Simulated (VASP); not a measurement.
Pd, 1 atom in the cell. It takes space group Fm-3m (No. 225, cubic). Conventional cell: a = 3.914 Å, b = 3.914 Å, c = 3.914 Å, α = 90.00°, β = 90.00°, γ = 90.00°. Within 3.6 Å of Pd (site symmetry m-3m) lie 12 Pd at 2.77 Å. 

| Property | Result |
| --- | --- |
| Program | VASP 6.6.1 |
| Task | single point |
| Functional | r2SCAN |
| Potentials or basis | VASP PAW PBE potentials, release 64 (Pd) |
| Cutoff | 520 eV |
| k mesh | 14 × 14 × 14 |
| Occupations | methfessel-paxton, width 0.6 eV |
| Spin | collinear spin, ferromagnetic start |
| Starting moments | [0.436] μB |
| Dipole correction | no |
| Further INCAR settings | ALGO = Normal; EDIFF = 1e-06; NBANDS = 15 |

Potentials or basis: VASP PAW PBE potentials, release 64 (Pd).

Command:

```console
$ cat potpaw_PBE.64/Pd/POTCAR > POTCAR
$ cp INCAR.step1 INCAR
$ mpirun -np 1 vasp_std > vasp.out
$ cp INCAR.step2 INCAR
$ mpirun -np 1 vasp_std > vasp.out
```

Hardware: 1 thread of Intel(R) Xeon(R) 6975P-C (Granite Rapids), on a shared host.

Q: Estimate the wall time of this run.

A: It took 56 s on 1 thread of Intel(R) Xeon(R) 6975P-C (Granite Rapids), with other jobs on the host, peak memory 0.18 GiB. Counts: k points 104.
